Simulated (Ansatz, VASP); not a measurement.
## MoS in VASP and in Ansatz

Contents of INCAR:

```
ALGO = Normal
DIPOL = 0.5 0.5 0.500
EDIFF = 1E-7
ENCUT = 520
GGA = PS
IDIPOL = 3
ISIF = 2
ISMEAR = 0
LASPH = T
LCHARG = F
LDIPOL = T
LREAL = F
LWAVE = F
NBANDS = 28
NELM = 80
PREC = Accurate
SIGMA = 1.5
```

The input KPOINTS:

```
k-points
0
Gamma
  12 12 1
```

Contents of POSCAR:

```
MoS
1.0
    3.1204068979      0.0000000000      0.0000000000
   -1.5602034489      2.7023516437      0.0000000000
    0.0000000000      0.0000000000     21.0860250635
Mo S
2 2
Direct
    0.6666666667      0.3333333333      0.3556858145
    0.3333333333      0.6666666667      0.6443141855
    0.3333333333      0.6666666667      0.4316152661
    0.6666666667      0.3333333333      0.5683847339
```

Input for Ansatz:

```yaml
crystal:
  lattice:
    - [3.1204068979, 0.0, 0.0]
    - [-1.5602034489, 2.7023516437, 0.0]
    - [0.0, 0.0, 21.0860250635]
  atoms:
    - { symbol: Mo, position: [0.6666666667, 0.3333333333, 0.3556858145] }
    - { symbol: S, position: [0.3333333333, 0.6666666667, 0.4316152661] }
    - { symbol: S, position: [0.6666666667, 0.3333333333, 0.5683847339] }
    - { symbol: Mo, position: [0.3333333333, 0.6666666667, 0.6443141855] }
basis:
  ecutwfc: 420
kpoints:
  mp_grid: { grid: [12, 12, 1] }
hamiltonian:
  xc: pbesol
scf:
  occupations: { method: gaussian, width: 1.5 }
output:
  forces: true
  stress: true
  eigenvalues: true
efield:
  axis: 3
  dipole_correction: true
  ramp_width: 0.04
```

Alike in both runs: task single point; functional PBEsol; k mesh 12 × 12 × 1; occupations gaussian, width 1.5 eV; no spin polarisation.

|  | VASP | Ansatz |
| --- | --- | --- |
| version | VASP 6.6.1 | Ansatz 0.2.0 |
| potentials or method | VASP PAW PBE potentials, release 64 (Mo_sv, S), cutoff 520 eV | scalar-relativistic, plane waves, PAW |
| valence electrons in the cell | 40 | 40 |

```csv
,VASP,Ansatz,Ansatz less VASP
gap on the k mesh at the Fermi level (eV),none,none,-
rms of the force components (eV/Å),0.866,0.872,+0.0059
```

VASP's potentials were made for PBE, not for PBEsol. A gap of «none» marks a metal or a gap that the smearing closes.
